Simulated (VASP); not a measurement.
# BN (P1) in VASP: notebook, part 2 of 2

VASP 6.6.1.

### 3 Single point, r2SCAN (atoms moved at random)

Input file POSCAR:

```
BN
1.0
    2.5039917043      0.0000000000      0.0000000000
   -1.2519958522      2.1685204268      0.0000000000
    0.0000000000      0.0000000000      6.6612000000
B N
2 2
Direct
    0.2217173621      0.5483920718      0.3111089561
    0.7415053960      0.3489061487      0.7431584982
    0.2448949829      0.7529930896      0.7406277520
    0.7918822590      0.3497086899      0.2051047937
```

Input file INCAR.step1:

```
ALGO = Normal ; EDIFF = 1E-5
ENCUT = 660 ; GGA = PE
GGA_COMPAT = False ; ISMEAR = 0
LASPH = True ; LCHARG = False
LREAL = False ; LWAVE = True
NBANDS = 16 ; NELM = 120
PREC = Accurate ; SIGMA = 0.05
```

Input file INCAR.step2:

```
ALGO = Normal ; EDIFF = 1E-6
ENCUT = 660 ; GGA_COMPAT = False
ISIF = 2 ; ISMEAR = 0
ISTART = 1 ; LASPH = True
LCHARG = False ; LMIXTAU = True
LREAL = False ; LWAVE = False
METAGGA = R2SCAN ; NBANDS = 16
NELM = 120 ; PREC = Accurate
SIGMA = 0.05
```

Input file KPOINTS:

```
k-points
0
Gamma
  12 12 4
```

Potentials or basis: VASP PAW PBE potentials, release 64 (B, N).

The run is started by

```bash
$ cat potpaw_PBE.64/B/POTCAR potpaw_PBE.64/N/POTCAR > POTCAR
$ cp INCAR.step1 INCAR
$ mpirun -np 1 vasp_std > vasp.out
$ cp INCAR.step2 INCAR
$ mpirun -np 1 vasp_std > vasp.out
```

OUTCAR:

```text
EDIFF = 1E-6
   ENCUT = 660
   ISIF = 2
   ISMEAR = 0
   ISTART = 1
   LASPH = True
   LREAL = False
   METAGGA = R2SCAN
   NELM = 120
   PREC = Accurate

 ion  position               nearest neighbor table
   1  0.222  0.548  0.311-   4 1.17   4 1.87   4 1.92
   2  0.742  0.349  0.743-   3 1.16   3 1.38   3 1.96
   3  0.245  0.753  0.741-   2 1.16   2 1.38   2 1.96
   4  0.792  0.350  0.205-   1 1.17   1 1.87   1 1.92

  LATTYP: Found a hexagonal cell.
 ALAT       =     2.5039917043
 C/A-ratio  =     2.6602324555

  Lattice vectors:

 A1 = (   2.5039917043,   0.0000000000,   0.0000000000)
 A2 = (  -1.2519958522,   2.1685204268,   0.0000000000)
 A3 = (   0.0000000000,   0.0000000000,   6.6612000000)

Analysis of symmetry for initial positions (statically):
=====================================================================
 Subroutine PRICEL returns:
 Original cell was already a primitive cell.

 Routine SETGRP: Setting up the symmetry group for a
 hexagonal supercell.

 Subroutine GETGRP returns: Found  1 space group operations
 (whereof  1 operations were pure point group operations)
 out of a pool of 24 trial point group operations.

The static configuration has the point symmetry C_1 .

Analysis of symmetry for dynamics (positions and initial velocities):
=====================================================================
 Subroutine PRICEL returns:
 Original cell was already a primitive cell.

 Routine SETGRP: Setting up the symmetry group for a
 hexagonal supercell.

 Subroutine GETGRP returns: Found  1 space group operations
 (whereof  1 operations were pure point group operations)
 out of a pool of 24 trial point group operations.

The dynamic configuration has the point symmetry C_1 .

 Subroutine INISYM returns: Found  1 space group operations
 (whereof  1 operations are pure point group operations),
 and found     1 'primitive' translations

----------------------------------------------------------------------------------------

                                     Primitive cell

  volume of cell :      36.1700

  direct lattice vectors                    reciprocal lattice vectors
     2.503991704  0.000000000  0.000000000     0.399362345  0.230571958  0.000000000
    -1.251995852  2.168520427  0.000000000     0.000000000  0.461143915  0.000000000
     0.000000000  0.000000000  6.661200000     0.000000000  0.000000000  0.150123101

  length of vectors
     2.503991704  2.503991704  6.661200000     0.461143915  0.461143915  0.150123101

  position of ions in fractional coordinates (direct lattice)
     0.221717362  0.548392072  0.311108956
     0.741505396  0.348906149  0.743158498
     0.244894983  0.752993090  0.740627752
     0.791882259  0.349708690  0.205104794

  ion indices of the primitive-cell ions
   primitive index   ion index
                 1           1
                 2           2
                 3           3
                 4           4

----------------------------------------------------------------------------------------

 KPOINTS: k-points

Automatic generation of k-mesh.
 Grid dimensions read from file:
 generate k-points for:   12   12    4

 Generating k-lattice:

  Cartesian coordinates                     Fractional coordinates (reciprocal lattice)
     0.033280195  0.019214330  0.000000000     0.083333333 -0.000000000  0.000000000
     0.000000000  0.038428660  0.000000000     0.000000000  0.083333333  0.000000000
     0.000000000  0.000000000  0.037530775     0.000000000  0.000000000  0.250000000

  Length of vectors
     0.038428660  0.038428660  0.037530775

  Shift w.r.t. Gamma in fractional coordinates (k-lattice)
     0.000000000  0.000000000  0.000000000

 Subroutine IBZKPT returns following result:
 ===========================================

 Found    292 irreducible k-points:

 Following reciprocal coordinates:
            Coordinates               Weight
  0.000000  0.000000  0.000000      1.000000
  0.083333  0.000000  0.000000      2.000000
  0.000000  0.083333  0.000000      2.000000
 -0.083333  0.083333  0.000000      2.000000
  0.166667  0.000000  0.000000      2.000000
  0.000000  0.166667  0.000000      2.000000
[... 16 lines left out ...]
  0.166667  0.083333  0.000000      2.000000
 -0.083333  0.250000  0.000000      2.000000
 [... further k-points ...]
   k-points           NKPTS =    292   k-points in BZ     NKDIM =    292   number of bands    NBANDS=     16
   number of dos      NEDOS =    301   number of ions     NIONS =      4
   total plane-waves  NPLWV =  32256
   dimension x,y,z NGX =    24 NGY =   24 NGZ =   56
   dimension x,y,z NGXF=    48 NGYF=   48 NGZF=  112
   ions per type =               2   2
   NGX,Y,Z   is equivalent  to a cutoff of  15.93, 15.93, 13.98 a.u.
   NGXF,Y,Z  is equivalent  to a cutoff of  31.87, 31.87, 27.95 a.u.
 SYSTEM =  unknown system
   PREC   = accura    normal or accurate (medium, high low for compatibility)
   ISTART =      1    job   : 0-new  1-cont  2-samecut
   ICHARG =      0    charge: 1-file 2-atom 10-const
   ISPIN  =      1    spin polarized calculation?
   LNONCOLLINEAR =      F non collinear calculations
   LSORBIT =      F    spin-orbit coupling
   LASPH  =      T    aspherical Exc in radial PAW
   ENCUT  =  660.0 eV  48.51 Ry    6.96 a.u.   5.25  5.25 13.95*2*pi/ulx,y,z
   NELM   =    120;   NELMIN=  2; NELMDL=  0     # of ELM steps
   EDIFF  = 0.1E-05   stopping-criterion for ELM
   LREAL  =      F    real-space projection
[... 7 lines left out ...]
   TEBEG  =    0.0;   TEEND  =   0.0 temperature during run
   PSTRESS=    0.0 pullay stress
   NELECT =      16.0000    total number of electrons
   NUPDOWN=      -1.0000    fix difference up-down
   EMIN   =  10.00;   EMAX   =-10.00  energy-range for DOS
   EFERMI =   0.00;   METHOD = LEGACY
   ISMEAR =     0;   SIGMA  =   0.05  broadening in eV -4-tet -1-fermi 0-gaus
   EFERMI_NEDOS =   21; number of points for ismear=-14 and -15
   IALGO  =     38    algorithm
   IMIX   =      4    mixing-type and parameters
     AMIX     =   0.40;   BMIX     =  1.00
     AMIX_MAG =   1.60;   BMIX_MAG =  1.00
  volume/ion in A,a.u.               =       9.04        61.02
  Fermi-wavevector in a.u.,A,eV,Ry     =   1.247379  2.357205 21.170055  1.555955
  Thomas-Fermi vector in A             =   2.381514
   LORBIT       =      0    0 simple, 1 ext, 2 COOP (PROOUT), +10 PAW based schemes
   METAGGA = R2SCAN    functional components
   LHFCALC =     F    Hartree Fock is set to
   AEXX    =    0.0000 exact exchange contribution
   IVDW    =     0    specifies the selected vdW correction
   LEPSILON=     F    determine dielectric tensor
   LRPA    =     F    only Hartree local field effects (RPA)
 non-spin polarized calculation
 Gauss-broadening in eV      SIGMA  =   0.05
  energy-cutoff  :      660.00
  volume of cell :       36.17
 maximum number of plane-waves:      1405
 NGX is ok and might be reduce to    24
   NGX = 11   NGY = 11   NGZ = 27

 number of electron      15.9999999 magnetization

 Free energy of the ion-electron system (eV)
  ---------------------------------------------------
  ext. energy  EPLUGINS =         0.00000000
  ---------------------------------------------------
  free energy    TOTEN  =       -28.88675384 eV

  energy without entropy =      -28.88537455  energy(sigma->0) =      -28.88606420

 E-fermi :   4.4059     XC(G=0): -10.8821

 val. band max:        4.4052092397   @ k =   0.5000  -0.0833   0.0000
 cond. band min:       4.4148701792   @ k =   0.4167   0.0000   0.0000
 fundamental gap:      0.0096609395
 Fermi energy:         4.4058521755

 k-point     1 :       0.0000    0.0000    0.0000
  band No.  band energies     occupation
      1     -17.1300      2.00000
      2     -15.9153      2.00000
      3      -5.0957      2.00000
      4      -4.9270      2.00000
      5      -2.1474      2.00000
      6       0.2396      2.00000
[... 8 lines left out ...]
     15      17.8547      0.00000
     16      19.9645      0.00000
[... 419 lines left out ...]
 k-point    24 :      -0.0833    0.2500    0.0000
  band No.  band energies     occupation
      1     -16.2786      2.00000
      2     -14.9872      2.00000
      3      -5.8546      2.00000
      4      -3.8741      2.00000
      5      -1.4623      2.00000
      6      -0.8653      2.00000
[... 8 lines left out ...]
     15      17.6453      0.00000
     16      19.5565      0.00000

 [... further k-points ...]
[... 5 lines left out ...]
  --------------------------------------------------------------------------------------
  -------------------------------------------------------------------------------------
  Total       18.6948244     15.8467630      1.6629074      8.5273195      4.8059915      9.4911274
  in kB      828.1005934    701.9436827     73.6596711    377.7237047    212.8848241    420.4162628
  external PRESSURE =     534.5679824 kB  Pullay stress =       0.0000000 kB

 VOLUME and BASIS-vectors are now :
 -----------------------------------------------------------------------------
  energy-cutoff  :      660.00
  volume of cell :       36.17
      direct lattice vectors                 reciprocal lattice vectors
     2.503991704  0.000000000  0.000000000     0.399362345  0.230571958  0.000000000
    -1.251995852  2.168520427  0.000000000     0.000000000  0.461143915  0.000000000
     0.000000000  0.000000000  6.661200000     0.000000000  0.000000000  0.150123101

 POSITION                                       TOTAL-FORCE (eV/Angst)
 -----------------------------------------------------------------------------------
     -0.13141      1.18920      2.07236        13.631525      7.164405      2.601864
      1.41989      0.75661      4.95033       -11.354096     -9.744178      0.607159
     -0.32953      1.63288      4.93347        11.389393      9.743023     -0.529026
      1.54503      0.75835      1.36624       -13.666821     -7.163250     -2.679997
 -----------------------------------------------------------------------------------
    total drift:                               -0.000601     -0.000226     -0.000363

  FREE ENERGIE OF THE ION-ELECTRON SYSTEM (eV)
  ---------------------------------------------------
  free  energy   TOTEN  =       -28.8867538363 eV

  energy  without entropy=      -28.8853745547  energy(sigma->0) =      -28.88606420
```

Wall time 15 min (1 thread of Oxide Virtual Turin-like, shared host); peak memory 0.29 GiB.

Results:

```
Free energy            : -28.8868 eV
Pressure               : 53.5 GPa
Largest force          : 15.661 eV/Å
Band gap on the k mesh : zero (bands 8 and 9 overlap by 0.53 eV)
```

Forces in eV/Å, atoms in the order of the input:
```
B    13.632   7.164   2.602
B   -11.354  -9.744   0.607
N    11.389   9.743  -0.529
N   -13.667  -7.163  -2.680
```

Stress tensor (GPa, compression positive):
```
82.81 37.77 42.04
37.77 70.19 21.29
42.04 21.29  7.37
```

Caveat: the cell differs from its parent crystal (atoms moved at random); the stress differs along the axes, from 7 to 83 GPa; semilocal functionals underestimate gaps, and a narrow one can read as zero; the PAW data sets were made with another functional, which shifts forces and pressure a little.
